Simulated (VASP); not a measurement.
A run of VASP 6.6.1:

File INCAR:

```
SYSTEM = AlAs
  PREC = Accurate
  ENCUT = 520
  EDIFF = 1E-6
  ISMEAR = 0
  SIGMA = 0.05
  LREAL = Auto
  LASPH = .TRUE.
  NELM = 100
  ALGO = Normal
  ISIF = 2
  LWAVE = .FALSE.
  LCHARG = .TRUE.
  LDIPOL = .TRUE.
  IDIPOL = 3
  DIPOL = 0.5 0.5 0.499
  GGA = PE
  IVDW = 12
  LELF = .TRUE.
  LVHAR = .TRUE.
  LVACPOTAV = .TRUE.
  NBANDS = 46
```

The input KPOINTS:

```
regular mesh
0
G
  2 3 1
  0 0 0
```

Contents of POSCAR:

```
AlAs
1.0
    8.0103882425      0.0000000000      0.0000000000
    0.0000000000      5.6641998462      0.0000000000
    0.0000000000      0.0000000000     22.0077911819
Al As
8 8
Direct
    0.2500000000      0.5000000000      0.3635076294
    0.7500000000      0.5000000000      0.3635076294
    0.5000000000      0.0000000000      0.4545025431
    0.0000000000      0.0000000000      0.4545025431
    0.7500000000      0.5036060789      0.5500664582
    0.2500000000      0.5036060789      0.5500664582
    0.0000000000     -0.0726728783      0.6156605817
    0.5000000000     -0.0726728783      0.6156605817
    0.5000000000      0.2500000000      0.3635076294
    0.0000000000      0.2500000000      0.3635076294
    0.7500000000      0.7500000000      0.4545025431
    0.2500000000      0.7500000000      0.4545025431
    0.0000000000      0.2548288183      0.5458577786
    0.5000000000      0.2548288183      0.5458577786
    0.2500000000      0.7186626746      0.6472462767
    0.7500000000      0.7186626746      0.6472462767
```

Potentials or basis: VASP PAW PBE potentials, release 64 (Al, As).

Run with:

```bash
$ cat potpaw_PBE.64/Al/POTCAR potpaw_PBE.64/As/POTCAR > POTCAR
$ mpirun -np 1 vasp_std > vasp.out
```

Hardware: 1 thread of Intel(R) Xeon(R) Platinum 8375C CPU @ 2.90GHz (Ice Lake) (shared host).

Q: Estimate the wall time of this run.

A: Wall time 5.9 min on 1 thread of Intel(R) Xeon(R) Platinum 8375C CPU @ 2.90GHz (Ice Lake), on a shared host, peak memory 0.82 GiB. Counts: scf iterations 24, k points 4.
